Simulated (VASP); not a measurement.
# Na in VASP: notebook

The runs below take Na through single point, with PBE.

Everything below comes from runs of VASP 6.6.1. Logs are shortened: lines on timing, memory, paths and dates and some standing lists are left out, and cuts for length are marked.

## Step 1: The cell of the first run

It takes space group P6_3/mmc (No. 194, hexagonal). Conventional cell: a = 3.754 Å, b = 3.754 Å, c = 24.292 Å, α = 90.00°, β = 90.00°, γ = 120.00°. Within 4.9 Å of Na (site symmetry -6m2) lie 12 Na at 3.73 to 3.75 Å. Na (site symmetry 3m) has 12 Na at 3.73 to 3.75 Å within 4.9 Å. Within 4.9 Å of Na (site symmetry -3m) lie 12 Na at 3.73 to 3.75 Å.

This isn't the form of Na at room conditions, which is bcc.

## Step 2: Single point, PBE

INCAR

```
PREC     = Accurate       # precision mode
ENCUT    = 520            # plane-wave cutoff, eV
EDIFF    = 1E-6           # SCF threshold, eV
ISMEAR   = 0              # smearing method
SIGMA    = 0.2            # smearing width, eV
LREAL    = F              # projectors in reciprocal space
LASPH    = T              # aspherical terms in the spheres
NELM     = 60             # most SCF steps
ALGO     = Fast           # electronic algorithm
ISIF     = 2              # what is computed and relaxed
LWAVE    = F              # write WAVECAR
LCHARG   = F              # write CHGCAR
GGA      = PE             # functional
NBANDS   = 38             # bands
```

KPOINTS

```
regular mesh
0
Gamma
  6 6 1
```

POSCAR

```
Na
1.0
    3.7539718592      0.0000000000      0.0000000000
   -1.8769859296      3.2510349951      0.0000000000
    0.0000000000      0.0000000000     24.2919429360
Na
8
Direct
    0.3333333333      0.6666666667      0.7500000000
    0.6666666667      0.3333333333      0.8749890422
    0.0000000000      0.0000000000      0.0000000000
    0.3333333333      0.6666666667      0.1250109578
    0.6666666667      0.3333333333      0.2500000000
    0.3333333333      0.6666666667      0.3749890422
    0.0000000000      0.0000000000      0.5000000000
    0.6666666667      0.3333333333      0.6250109578
```

Potentials or basis: VASP PAW PBE potentials, release 64 (Na_pv).

The run is started by

```sh
> cat potpaw_PBE.64/Na_pv/POTCAR > POTCAR
> mpirun -np 1 vasp_std > vasp.out
```

OUTCAR:

```text
PREC = Accurate
   ENCUT = 520
   EDIFF = 1E-6
   ISMEAR = 0
   LREAL = F
   LASPH = T
   NELM = 60
   ISIF = 2
   GGA = PE

 ion  position               nearest neighbor table
   1  0.333  0.667  0.750-
   2  0.667  0.333  0.875-
   3  0.000  0.000  0.000-
   4  0.333  0.667  0.125-
   5  0.667  0.333  0.250-
   6  0.333  0.667  0.375-
   7  0.000  0.000  0.500-
   8  0.667  0.333  0.625-

  LATTYP: Found a hexagonal cell.
 ALAT       =     3.7539718592
 C/A-ratio  =     6.4709976119

  Lattice vectors:

 A1 = (   3.7539718592,   0.0000000000,   0.0000000000)
 A2 = (  -1.8769859296,   3.2510349951,   0.0000000000)
 A3 = (   0.0000000000,   0.0000000000,  24.2919429360)

Analysis of symmetry for initial positions (statically):
=====================================================================
 Subroutine PRICEL returns:
 Original cell was already a primitive cell.

 Routine SETGRP: Setting up the symmetry group for a
 hexagonal supercell.

 Subroutine GETGRP returns: Found 24 space group operations
 (whereof 12 operations were pure point group operations)
 out of a pool of 24 trial point group operations.

The static configuration has the point symmetry D_3d.
 The point group associated with its full space group is D_6h.

Analysis of symmetry for dynamics (positions and initial velocities):
=====================================================================
 Subroutine PRICEL returns:
 Original cell was already a primitive cell.

 Routine SETGRP: Setting up the symmetry group for a
 hexagonal supercell.

 Subroutine GETGRP returns: Found 24 space group operations
 (whereof 12 operations were pure point group operations)
 out of a pool of 24 trial point group operations.

The dynamic configuration has the point symmetry D_3d.
 The point group associated with its full space group is D_6h.

 Subroutine INISYM returns: Found 24 space group operations
 (whereof 12 operations are pure point group operations),
 and found     1 'primitive' translations

----------------------------------------------------------------------------------------

                                     Primitive cell

  volume of cell :     296.4660

  direct lattice vectors                    reciprocal lattice vectors
     3.753971859  0.000000000  0.000000000     0.266384522  0.153797176  0.000000000
    -1.876985930  3.251034995  0.000000000     0.000000000  0.307594351  0.000000000
     0.000000000  0.000000000 24.291942936     0.000000000  0.000000000  0.041165913

  length of vectors
     3.753971859  3.753971859 24.291942936     0.307594351  0.307594351  0.041165913

  position of ions in fractional coordinates (direct lattice)
     0.333333333  0.666666667  0.750000000
     0.666666667  0.333333333  0.874989042
     0.000000000  0.000000000  0.000000000
     0.333333333  0.666666667  0.125010958
     0.666666667  0.333333333  0.250000000
     0.333333333  0.666666667  0.374989042
     0.000000000  0.000000000  0.500000000
     0.666666667  0.333333333  0.625010958

  ion indices of the primitive-cell ions
   primitive index   ion index
                 1           1
                 2           2
                 3           3
                 4           4
                 5           5
                 6           6
                 7           7
                 8           8

----------------------------------------------------------------------------------------

 KPOINTS: regular mesh

Automatic generation of k-mesh.
 Grid dimensions read from file:
 generate k-points for:    6    6    1

 Generating k-lattice:

  Cartesian coordinates                     Fractional coordinates (reciprocal lattice)
     0.044397420  0.025632863  0.000000000     0.166666667  0.000000000  0.000000000
     0.000000000  0.051265725  0.000000000     0.000000000  0.166666667  0.000000000
     0.000000000  0.000000000  0.041165913     0.000000000  0.000000000  1.000000000

  Length of vectors
     0.051265725  0.051265725  0.041165913

  Shift w.r.t. Gamma in fractional coordinates (k-lattice)
     0.000000000  0.000000000  0.000000000

 Subroutine IBZKPT returns following result:
 ===========================================

 Found      7 irreducible k-points:

 Following reciprocal coordinates:
            Coordinates               Weight
  0.000000  0.000000  0.000000      1.000000
  0.166667 -0.000000  0.000000      6.000000
  0.333333  0.000000  0.000000      6.000000
  0.500000  0.000000  0.000000      3.000000
  0.166667  0.166667  0.000000      6.000000
  0.333333  0.166667  0.000000     12.000000
  0.333333  0.333333  0.000000      2.000000
   k-points           NKPTS =      7   k-points in BZ     NKDIM =      7   number of bands    NBANDS=     38
   number of dos      NEDOS =    301   number of ions     NIONS =      8
   total plane-waves  NPLWV = 150528
   dimension x,y,z NGX =    28 NGY =   28 NGZ =  192
   dimension x,y,z NGXF=    56 NGYF=   56 NGZF=  384
   ions per type =               8
   NGX,Y,Z   is equivalent  to a cutoff of  12.40, 12.40, 13.14 a.u.
   NGXF,Y,Z  is equivalent  to a cutoff of  24.80, 24.80, 26.28 a.u.
 SYSTEM =  unknown system
   PREC   = accura    normal or accurate (medium, high low for compatibility)
   ISTART =      0    job   : 0-new  1-cont  2-samecut
   ICHARG =      2    charge: 1-file 2-atom 10-const
   ISPIN  =      1    spin polarized calculation?
   LNONCOLLINEAR =      F non collinear calculations
   LSORBIT =      F    spin-orbit coupling
   LASPH  =      T    aspherical Exc in radial PAW
   ENCUT  =  520.0 eV  38.22 Ry    6.18 a.u.   6.98  6.98 45.17*2*pi/ulx,y,z
   NELM   =     60;   NELMIN=  2; NELMDL= -5     # of ELM steps
   EDIFF  = 0.1E-05   stopping-criterion for ELM
   LREAL  =      F    real-space projection
   EDIFFG = 0.1E-04   stopping-criterion for IOM
   NSW    =      0    number of steps for IOM
   IBRION =     -1    ionic relax: 0-MD 1-quasi-New 2-CG
   NFREE  =      0    steps in history (QN), initial steepest desc. (CG)
   ISIF   =      2    stress and relaxation
   ISYM   =      2    0-nonsym 1-usesym 2-fastsym
   POTIM  = 0.5000    time-step for ionic-motion
   TEBEG  =    0.0;   TEEND  =   0.0 temperature during run
   PSTRESS=    0.0 pullay stress
   NELECT =      56.0000    total number of electrons
   NUPDOWN=      -1.0000    fix difference up-down
   EMIN   =  10.00;   EMAX   =-10.00  energy-range for DOS
   EFERMI =   0.00;   METHOD = LEGACY
   ISMEAR =     0;   SIGMA  =   0.20  broadening in eV -4-tet -1-fermi 0-gaus
   EFERMI_NEDOS =   21; number of points for ismear=-14 and -15
   IALGO  =     68    algorithm
   IMIX   =      4    mixing-type and parameters
     AMIX     =   0.40;   BMIX     =  1.00
     AMIX_MAG =   1.60;   BMIX_MAG =  1.00
  volume/ion in A,a.u.               =      37.06       250.08
  Fermi-wavevector in a.u.,A,eV,Ry     =   0.939318  1.775053 12.004663  0.882318
  Thomas-Fermi vector in A             =   2.066618
   LORBIT       =      0    0 simple, 1 ext, 2 COOP (PROOUT), +10 PAW based schemes
   GGA     = PE    functional components
   LHFCALC =     F    Hartree Fock is set to
   AEXX    =    0.0000 exact exchange contribution
   IVDW    =     0    specifies the selected vdW correction
   LEPSILON=     F    determine dielectric tensor
   LRPA    =     F    only Hartree local field effects (RPA)
 non-spin polarized calculation
 RMM-DIIS sequential band-by-band and
 Gauss-broadening in eV      SIGMA  =   0.20
  energy-cutoff  :      520.00
  volume of cell :      296.47
 maximum number of plane-waves:      8018
 NGX is ok and might be reduce to    28
   NGX = 13   NGY = 13   NGZ = 91

 number of electron      55.9999982 magnetization

 Free energy of the ion-electron system (eV)
  ---------------------------------------------------
  ext. energy  EPLUGINS =         0.00000000
  ---------------------------------------------------
  free energy    TOTEN  =       -10.54227570 eV

  energy without entropy =      -10.50536715  energy(sigma->0) =      -10.52382142

 E-fermi :   0.2958     XC(G=0):  -6.5025

 val. band max:        0.0868330695   @ k =   0.3333   0.1667   0.0000
 cond. band min:       0.5308706027   @ k =   0.1667   0.1667   0.0000
 fundamental gap:      0.4440375332
 Fermi energy:         0.2958478793

 k-point     1 :       0.0000    0.0000    0.0000
  band No.  band energies     occupation
      1     -24.6037      2.00000
      2     -24.5986      2.00000
      3     -24.5983      2.00000
      4     -24.5859      2.00000
      5     -24.5856      2.00000
      6     -24.5732      2.00000
[... 30 lines left out ...]
     37       5.9570      0.00000
     38       8.9187      0.00000

 k-point     2 :       0.1667   -0.0000    0.0000
  band No.  band energies     occupation
      1     -24.6007      2.00000
      2     -24.5969      2.00000
      3     -24.5965      2.00000
      4     -24.5872      2.00000
      5     -24.5870      2.00000
      6     -24.5782      2.00000
[... 30 lines left out ...]
     37       6.1984      0.00000
     38       6.8121      0.00000

 k-point     3 :       0.3333    0.0000    0.0000
  band No.  band energies     occupation
      1     -24.5968      2.00000
      2     -24.5959      2.00000
      3     -24.5955      2.00000
      4     -24.5950      2.00000
      5     -24.5924      2.00000
      6     -24.5912      2.00000
[... 30 lines left out ...]
     37       4.2067      0.00000
     38       4.2820      0.00000

 k-point     4 :       0.5000    0.0000    0.0000
  band No.  band energies     occupation
      1     -24.6014      2.00000
      2     -24.6009      2.00000
      3     -24.5988      2.00000
      4     -24.5987      2.00000
      5     -24.5982      2.00000
      6     -24.5978      2.00000
[... 30 lines left out ...]
     37       2.9333      0.00000
     38       2.9622      0.00000

 k-point     5 :       0.1667    0.1667    0.0000
  band No.  band energies     occupation
      1     -24.5956      2.00000
      2     -24.5950      2.00000
      3     -24.5947      2.00000
      4     -24.5916      2.00000
      5     -24.5915      2.00000
      6     -24.5867      2.00000
[... 30 lines left out ...]
     37       5.2033      0.00000
     38       5.2327      0.00000

 k-point     6 :       0.3333    0.1667    0.0000
  band No.  band energies     occupation
      1     -24.5980      2.00000
      2     -24.5976      2.00000
      3     -24.5960      2.00000
      4     -24.5959      2.00000
      5     -24.5949      2.00000
      6     -24.5949      2.00000
[... 30 lines left out ...]
     37       3.4831      0.00000
     38       3.9056      0.00000

 k-point     7 :       0.3333    0.3333    0.0000
  band No.  band energies     occupation
      1     -24.5941      2.00000
      2     -24.5941      2.00000
      3     -24.5939      2.00000
      4     -24.5936      2.00000
      5     -24.5936      2.00000
      6     -24.5925      2.00000
[... 30 lines left out ...]
     37       2.8580      0.00000
     38       2.8596      0.00000

------------------------ aborting loop because EDIFF is reached ----------------------------------------

  FORCE on cell =-STRESS in cart. coord.  units (eV):
  Direction    XX          YY          ZZ          XY          YZ          ZX
  --------------------------------------------------------------------------------------
  -------------------------------------------------------------------------------------
  Total        0.2749101      0.2749101     -0.6110123     -0.0000000      0.0000000      0.0000000
  in kB        1.4856836      1.4856836     -3.3020649     -0.0000000      0.0000000      0.0000000
  external PRESSURE =      -0.1102326 kB  Pullay stress =       0.0000000 kB

 VOLUME and BASIS-vectors are now :
 -----------------------------------------------------------------------------
  energy-cutoff  :      520.00
  volume of cell :      296.47
      direct lattice vectors                 reciprocal lattice vectors
     3.753971859  0.000000000  0.000000000     0.266384522  0.153797176  0.000000000
    -1.876985930  3.251034995  0.000000000     0.000000000  0.307594351  0.000000000
     0.000000000  0.000000000 24.291942936     0.000000000  0.000000000  0.041165913

 POSITION                                       TOTAL-FORCE (eV/Angst)
 -----------------------------------------------------------------------------------
     -0.00000      2.16736     18.21896        -0.000000     -0.000000      0.000000
      1.87699      1.08368     21.25518        -0.000000      0.000000      0.000077
      0.00000      0.00000      0.00000        -0.000000      0.000000      0.000000
     -0.00000      2.16736      3.03676         0.000000     -0.000000     -0.000077
      1.87699      1.08368      6.07299         0.000000      0.000000      0.000000
     -0.00000      2.16736      9.10921        -0.000000     -0.000000      0.000077
      0.00000      0.00000     12.14597        -0.000000      0.000000      0.000000
      1.87699      1.08368     15.18273        -0.000000      0.000000     -0.000077
 -----------------------------------------------------------------------------------
    total drift:                                0.000000      0.000000      0.000000

  FREE ENERGIE OF THE ION-ELECTRON SYSTEM (eV)
  ---------------------------------------------------
  free  energy   TOTEN  =       -10.5422756978 eV

  energy  without entropy=      -10.5053671498  energy(sigma->0) =      -10.52382142
```

It took 3.1 min on 1 thread of Intel Xeon 8259CL, shared host; peak memory 0.38 GiB.

What came out:

* Free energy: -10.5423 eV
* Pressure: 0.0 GPa
* Band gap on the k mesh: zero (bands 28 and 29 overlap by 3.72 eV)

Stress tensor (GPa, compression positive):
```
 0.15  0.00  0.00
 0.00  0.15  0.00
 0.00  0.00 -0.33
```

Levels at points of the mesh, in eV from the Fermi level:
```
           k point  band 27  band 28  band 29  band 30  band 31  band 32
(0.00, 0.00, 0.00)    -2.98    -2.20    -2.20    -0.92    -0.92     0.63
(0.50, 0.00, 0.00)     0.48     0.50     0.59     0.63     1.20     1.24
```

## Step 3: Single point, PBE

INCAR

```
SYSTEM = Na
PREC = Accurate ; ENCUT = 520
EDIFF = 1E-6 ; ISMEAR = 0
SIGMA = 0.2 ; LREAL = .False.
LASPH = .True. ; NELM = 80
ALGO = Fast ; ISIF = 2
LWAVE = .False. ; LCHARG = .False.
GGA = PE ; NBANDS = 38
```

KPOINTS

```
regular mesh
0
Gamma
  6 6 1
  0 0 0
```

POSCAR

```
Na
1.0
    3.7923542737      0.0006608067      0.0022378193
   -1.8953221861      3.2712836007     -0.0008714849
    0.0020465349     -0.0011206202     23.8655292524
Na
8
Direct
    0.3250545620      0.6541678435      0.7496305480
    0.6701584796      0.3323404825      0.8752808774
    0.0097677017      0.0074505468      0.0000611893
    0.3461523853      0.6809642822      0.1250660363
    0.6748109753      0.3458084254      0.2502343662
    0.3310992092      0.6675217259      0.3750210180
   -0.0115866710     -0.0090939745      0.4999054599
    0.6545433578      0.3208406683      0.6248005049
```

Potentials or basis: VASP PAW PBE potentials, release 64 (Na_pv).

The run is started by

```sh
> cat potpaw_PBE.64/Na_pv/POTCAR > POTCAR
> mpirun -np 1 vasp_std > vasp.out
```

Run time: 6.5 min. Hardware: 1 thread of Intel Xeon 8259CL, shared host; peak memory 0.43 GiB.

Results (log left out):

```
Free energy            : -10.5497 eV
Pressure               : -0.1 GPa
Largest force          : 0.008 eV/Å
Band gap on the k mesh : zero (bands 28 and 29 overlap by 3.62 eV)
```

Forces in eV/Å, atoms in the order of the input:
```
Na   0.001  0.001  0.007
Na  -0.001 -0.001 -0.007
Na  -0.001 -0.001  0.002
Na   0.000 -0.002  0.001
Na   0.000 -0.001 -0.003
Na   0.000  0.000  0.001
Na   0.002  0.002  0.000
Na   0.000  0.001 -0.001
```

Levels at points of the mesh, in eV from the Fermi level:
| k point | band 25 | band 26 | band 27 | band 28 | band 29 | band 30 | band 31 | band 32 |
| --- | --- | --- | --- | --- | --- | --- | --- | --- |
| (0.00, 0.00, 0.00) | -3.23 | -2.96 | -2.95 | -2.15 | -2.14 | -0.83 | -0.82 | 0.77 |
| (0.50, 0.00, 0.00) | 0.25 | 0.27 | 0.45 | 0.47 | 0.55 | 0.59 | 1.19 | 1.22 |
| (0.00, 0.50, 0.00) | 0.27 | 0.29 | 0.47 | 0.48 | 0.57 | 0.61 | 1.22 | 1.26 |
| (0.50, 0.50, 0.00) | 0.25 | 0.27 | 0.45 | 0.47 | 0.55 | 0.59 | 1.19 | 1.23 |

The gap in the log of VASP goes by the Fermi energy; the results here count the filled bands.